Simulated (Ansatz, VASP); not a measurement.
Two plane-wave programs on ZrN

The input INCAR:

```
ALGO     = Normal         # electronic algorithm
DIPOL    = 0.5 0.5 0.405
EDIFF    = 1E-6           # SCF threshold, eV
ENCUT    = 520            # plane-wave cutoff, eV
GGA      = PE             # functional
GGA_COMPAT= F            
IDIPOL   = 3            
ISIF     = 2              # what is computed and relaxed
ISMEAR   = 0              # smearing method
IVDW     = 12             # dispersion correction
LASPH    = T              # aspherical terms in the spheres
LCHARG   = F              # write CHGCAR
LDIPOL   = T            
LREAL    = F              # projectors in reciprocal space
LWAVE    = F              # write WAVECAR
NBANDS   = 120            # bands
NELM     = 120            # most SCF steps
NELMDL   = -8           
PREC     = Accurate       # precision mode
SIGMA    = 0.1            # smearing width, eV
```

Contents of KPOINTS:

```
k-points
0
Gamma
  3 3 1
```

Contents of POSCAR:

```
ZrN
1.0
    6.4475937654      0.0000000000      0.0000000000
    0.0000000000      6.4475937654      0.0000000000
    0.0000000000      0.0000000000     25.2612372738
Zr N
12 12
Direct
    0.2500000000      0.2500000000      0.3166907429
    0.2500000000      0.7500000000      0.3166907429
    0.7500000000      0.2500000000      0.3166907429
    0.7500000000      0.7500000000      0.3166907429
    0.5000265059      0.5005924534      0.4053973587
    0.4999826401     -0.0002095698      0.4054626909
   -0.0000523375      0.5006069973      0.4054048120
   -0.0000088401     -0.0002117330      0.4055014686
    0.7496796440      0.7500462143      0.4908843117
    0.7497437483      0.2507596907      0.4906875925
    0.2503916173      0.7498028207      0.4908302637
    0.2502716640      0.2509830706      0.4907115097
    0.5000000000      0.5000000000      0.3166907429
    0.5000000000      0.0000000000      0.3166907429
    0.0000000000      0.5000000000      0.3166907429
    0.0000000000      0.0000000000      0.3166907429
    0.7499094864      0.7501996844      0.4035329221
    0.7500370562      0.2501872908      0.4038244800
    0.2500680474      0.7501581827      0.4035652025
    0.2499429849      0.2502305354      0.4038556146
    0.0001154487      0.0001643678      0.4987701708
   -0.0000433535      0.5003029887      0.4985692466
    0.4998947458      0.0006327176      0.4988110745
    0.5000833199      0.5001478846      0.4987851305
```

Input for Ansatz:

```yaml
crystal:
  lattice:
    - [6.4475937654, 0.0, 0.0]
    - [0.0, 6.4475937654, 0.0]
    - [0.0, 0.0, 25.2612372738]
  atoms:
    - { symbol: Zr, position: [0.25, 0.25, 0.3166907429] }
    - { symbol: Zr, position: [0.25, 0.75, 0.3166907429] }
    - { symbol: Zr, position: [0.75, 0.25, 0.3166907429] }
    - { symbol: Zr, position: [0.75, 0.75, 0.3166907429] }
    - { symbol: "N", position: [0.5, 0.5, 0.3166907429] }
    - { symbol: "N", position: [0.5, 0.0, 0.3166907429] }
    - { symbol: "N", position: [0.0, 0.5, 0.3166907429] }
    - { symbol: "N", position: [0.0, 0.0, 0.3166907429] }
    - { symbol: Zr, position: [0.5000265059, 0.5005924534, 0.4053973587] }
    - { symbol: Zr, position: [0.4999826401, -0.0002095698, 0.4054626909] }
    - { symbol: Zr, position: [-5.23375e-05, 0.5006069973, 0.405404812] }
    - { symbol: Zr, position: [-8.8401e-06, -0.000211733, 0.4055014686] }
    - { symbol: "N", position: [0.7499094864, 0.7501996844, 0.4035329221] }
    - { symbol: "N", position: [0.7500370562, 0.2501872908, 0.40382448] }
    - { symbol: "N", position: [0.2500680474, 0.7501581827, 0.4035652025] }
    - { symbol: "N", position: [0.2499429849, 0.2502305354, 0.4038556146] }
    - { symbol: Zr, position: [0.749679644, 0.7500462143, 0.4908843117] }
    - { symbol: Zr, position: [0.7497437483, 0.2507596907, 0.4906875925] }
    - { symbol: Zr, position: [0.2503916173, 0.7498028207, 0.4908302637] }
    - { symbol: Zr, position: [0.250271664, 0.2509830706, 0.4907115097] }
    - { symbol: "N", position: [0.0001154487, 0.0001643678, 0.4987701708] }
    - { symbol: "N", position: [-4.33535e-05, 0.5003029887, 0.4985692466] }
    - { symbol: "N", position: [0.4998947458, 0.0006327176, 0.4988110745] }
    - { symbol: "N", position: [0.5000833199, 0.5001478846, 0.4987851305] }
basis:
  ecutwfc: 420
kpoints:
  mp_grid: { grid: [3, 3, 1] }
hamiltonian:
  xc: pbe
  dispersion: d3bj
scf:
  occupations: { method: gaussian, width: 0.1 }
output:
  forces: true
  eigenvalues: true
  write_density: true
  volumetric_format: npy
efield:
  axis: 3
  dipole_correction: true
  ramp_width: 0.04
```

Alike in both runs: task single point; functional PBE; dispersion D3(BJ); k mesh 3 × 3 × 1; occupations gaussian, width 0.1 eV; no spin polarisation.

```csv
,VASP,Ansatz
version,VASP 6.6.1,Ansatz 0.2.0
potentials or method,"VASP PAW PBE potentials, release 64 (Zr_sv, N), cutoff 520 eV","scalar-relativistic, plane waves, PAW"
valence electrons in the cell,204,204
```

VASP gave:

* gap on the k mesh at the Fermi level (eV): 0.08
* least direct gap on the mesh (eV): 0.09
* rms of the force components (eV/Å): 0.415

Question: What did Ansatz give for the same quantities?

Answer: gap on the k mesh at the Fermi level (eV): 0.09; least direct gap on the mesh (eV): 0.09; rms of the force components (eV/Å): 0.415.
